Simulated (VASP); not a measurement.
# AlN (P6_3mc) in VASP: notebook, part 2 of 2

VASP 6.6.1. The steps go on from the part before.

## 6. Single point, PBEsol (strain +0.030 along x and y, +0.030 along z)

The input, INCAR:

```
SYSTEM = AlN
PREC = Accurate
ENCUT = 520
EDIFF = 1E-7
ISMEAR = 0
SIGMA = 0.05
LREAL = .False.
LASPH = .True.
NELM = 80
ALGO = Normal
ISIF = 2
LWAVE = .False.
LCHARG = .False.
GGA = PS
NBANDS = 16
```

The input, KPOINTS:

```
Automatic mesh
0
Gamma
  9 9 6
  0 0 0
```

The input, POSCAR:

```
AlN
1.0
    3.2043322161      0.0000000000      0.0000000000
   -1.6021661081      2.7750331013      0.0000000000
    0.0000000000      0.0000000000      5.1273400000
Al N
2 2
Direct
    0.3333333333      0.6666666667      0.0000000000
    0.6666666667      0.3333333333      0.5000000000
    0.3333333333      0.6666666667      0.3850000000
    0.6666666667      0.3333333333      0.8850000000
```

Potentials or basis: VASP PAW PBE potentials, release 64 (Al, N).

Run with:

```sh
$ cat potpaw_PBE.64/Al/POTCAR potpaw_PBE.64/N/POTCAR > POTCAR
$ mpirun -np 1 vasp_std > vasp.out
```

OUTCAR:

```text
SYSTEM = AlN
   PREC = Accurate
   ENCUT = 520
   EDIFF = 1E-7
   ISMEAR = 0
   LREAL = .False.
   LASPH = .True.
   NELM = 80
   ISIF = 2
   GGA = PS

 ion  position               nearest neighbor table
   1  0.333  0.667  0.000-   4 1.94   4 1.94   4 1.94   3 1.97   2 3.16   2 3.16   2 3.16   2 3.16
                             2 3.16   2 3.16
   2  0.667  0.333  0.500-   3 1.94   3 1.94   3 1.94   4 1.97   1 3.16   1 3.16   1 3.16   1 3.16
                             1 3.16   1 3.16
   3  0.333  0.667  0.385-   2 1.94   2 1.94   2 1.94   1 1.97
   4  0.667  0.333  0.885-   1 1.94   1 1.94   1 1.94   2 1.97

  LATTYP: Found a hexagonal cell.
 ALAT       =     3.2043322161
 C/A-ratio  =     1.6001274694

  Lattice vectors:

 A1 = (   3.2043322161,   0.0000000000,   0.0000000000)
 A2 = (  -1.6021661081,   2.7750331013,   0.0000000000)
 A3 = (   0.0000000000,   0.0000000000,   5.1273400000)

Analysis of symmetry for initial positions (statically):
=====================================================================
 Subroutine PRICEL returns:
 Original cell was already a primitive cell.

[... 180 lines left out ...]
 fundamental gap:      3.3361364048
 Fermi energy:         5.5862463335

 k-point     1 :       0.0000    0.0000    0.0000
  band No.  band energies     occupation
      1      -9.4053      2.00000
      2      -7.4860      2.00000
      3      -0.3956      2.00000
      4       4.3964      2.00000
      5       4.3964      2.00000
      6       5.0289      2.00000
[... 433 lines left out ...]
      3       0.8392      2.00000
      4       1.2025      2.00000
      5       1.2025      2.00000
      6       2.7183      2.00000
[... 8 lines left out ...]
     15      17.5543      0.00000
     16      19.0928      0.00000

 [... further k-points ...]

------------------------ aborting loop because EDIFF is reached ----------------------------------------

  FORCE on cell =-STRESS in cart. coord.  units (eV):
  Direction    XX          YY          ZZ          XY          YZ          ZX
  --------------------------------------------------------------------------------------
  -------------------------------------------------------------------------------------
  Total       -4.1822444     -4.1822444     -4.1920978      0.0000000      0.0000000      0.0000000
  in kB     -146.9677924   -146.9677924   -147.3140486      0.0000000      0.0000000      0.0000000
  external PRESSURE =    -147.0832112 kB  Pullay stress =       0.0000000 kB

 VOLUME and BASIS-vectors are now :
 -----------------------------------------------------------------------------
  energy-cutoff  :      520.00
  volume of cell :       45.59
      direct lattice vectors                 reciprocal lattice vectors
     3.204332216  0.000000000  0.000000000     0.312077504  0.180178031  0.000000000
    -1.602166108  2.775033101  0.000000000     0.000000000  0.360356062  0.000000000
     0.000000000  0.000000000  5.127340000     0.000000000  0.000000000  0.195032902

 POSITION                                       TOTAL-FORCE (eV/Angst)
 -----------------------------------------------------------------------------------
     -0.00000      1.85002      0.00000        -0.000000      0.000000      0.171529
      1.60217      0.92501      2.56367         0.000000     -0.000000      0.171529
     -0.00000      1.85002      1.97403         0.000000      0.000000     -0.171529
      1.60217      0.92501      4.53770        -0.000000      0.000000     -0.171529
 -----------------------------------------------------------------------------------
    total drift:                               -0.000000      0.000000     -0.000911

  FREE ENERGIE OF THE ION-ELECTRON SYSTEM (eV)
  ---------------------------------------------------
  free  energy   TOTEN  =       -31.1265402497 eV

  energy  without entropy=      -31.1265402497  energy(sigma->0) =      -31.12654025
```

Run time: 72 s. Hardware: 1 thread of AMD EPYC 7R13 (Zen 3), shared host; peak memory 0.13 GiB.

Results:

- Free energy: -31.1265 eV
- Pressure: -14.7 GPa
- Largest force: 0.172 eV/Å
- Band gap on the k mesh: 3.34 eV, direct

Forces on the atoms (eV/Å):
```
Al   0.000  0.000  0.172
Al   0.000  0.000  0.172
N    0.000  0.000 -0.172
N    0.000  0.000 -0.172
```

Caveat: the cell differs from its parent crystal (strain +0.030 along x and y, +0.030 along z); the PAW data sets were made with another functional, which shifts forces and pressure a little.

## 7. Single point, PBEsol (strain +0.030 along x and y, +0.015 along z)

The input, INCAR:

```
PREC = Accurate
ENCUT = 520
EDIFF = 1E-7
ISMEAR = 0
SIGMA = 0.05
LREAL = False
LASPH = True
NELM = 80
ALGO = Normal
ISIF = 2
LWAVE = False
LCHARG = False
GGA = PS
NBANDS = 16
```

The input, KPOINTS:

```
Automatic mesh
0
Gamma
  9 9 6
```

Changes to POSCAR since step 6:

```diff
@@ -4,3 +4,3 @@
    -1.6021661081      2.7750331013      0.0000000000
-    0.0000000000      0.0000000000      5.1273400000
+    0.0000000000      0.0000000000      5.0526700000
 Al N
```

Run with:

```sh
$ cat potpaw_PBE.64/Al/POTCAR potpaw_PBE.64/N/POTCAR > POTCAR
$ mpirun -np 1 vasp_std > vasp.out
```

It used 75 s of CPU time on 1 thread of AMD EPYC 7R13 Processor (Zen 3), with other jobs on the host.

The run converged. Its results:

| Item | Value |
| --- | --- |
| Free energy | -31.1774 eV |
| Pressure | -12.7 GPa |
| Largest force | 0.058 eV/Å |
| Band gap on the k mesh | 3.43 eV, direct |

Forces in eV/Å, atoms in the order of the input:
```
Al   0.000  0.000  0.058
Al   0.000  0.000  0.058
N    0.000  0.000 -0.058
N    0.000  0.000 -0.058
```

Stress tensor (GPa, compression positive):
```
-14.12   0.00   0.00
  0.00 -14.12   0.00
  0.00   0.00  -9.86
```

Levels at points of the mesh, in eV from the valence-band top:
```tsv
k point	band 5	band 6	band 7	band 8	band 9	band 10	band 11	band 12
(0.00, 0.00, 0.00)	-1.01	-0.33	-0.33	0.00	3.43	5.73	9.95	10.29
(0.00, 0.00, 0.50)	-0.68	-0.68	-0.68	-0.68	5.64	5.64	9.61	9.61
```

Caveat: the cell differs from its parent crystal (strain +0.030 along x and y, +0.015 along z); the PAW data sets were made with another functional, which shifts forces and pressure a little.

## 8. Overview

```csv
cell,gap on the mesh (eV),pressure (GPa),largest force (eV/Å)
"a = 3.204, b = 3.204, c = 4.903 Å, angles 90.0, 90.0, 120.0°, 4 atoms",3.60,-7.9,0.31
"a = 3.158, b = 3.158, c = 5.053 Å, angles 90.0, 90.0, 120.0°, 4 atoms",3.71,-7.8,0.17
"a = 3.204, b = 3.204, c = 4.978 Å, angles 90.0, 90.0, 120.0°, 4 atoms",3.51,-10.5,0.10
"a = 3.158, b = 3.158, c = 5.127 Å, angles 90.0, 90.0, 120.0°, 4 atoms",3.61,-10.0,0.28
"a = 3.204, b = 3.204, c = 5.127 Å, angles 90.0, 90.0, 120.0°, 4 atoms",3.34,-14.7,0.17
"a = 3.204, b = 3.204, c = 5.053 Å, angles 90.0, 90.0, 120.0°, 4 atoms",3.43,-12.7,0.06
```

Alike in all rows: task single point; level PBEsol; potentials or basis VASP PAW PBE potentials, release 64 (Al, N); no spin polarisation; k mesh 9 × 9 × 6; cutoff (eV) 520; smearing gaussian 0.05 eV.

Caveats: the PAW data sets were made with another functional, which shifts forces and pressure a little.

Absolute energies hang on the potentials; compare differences alone.
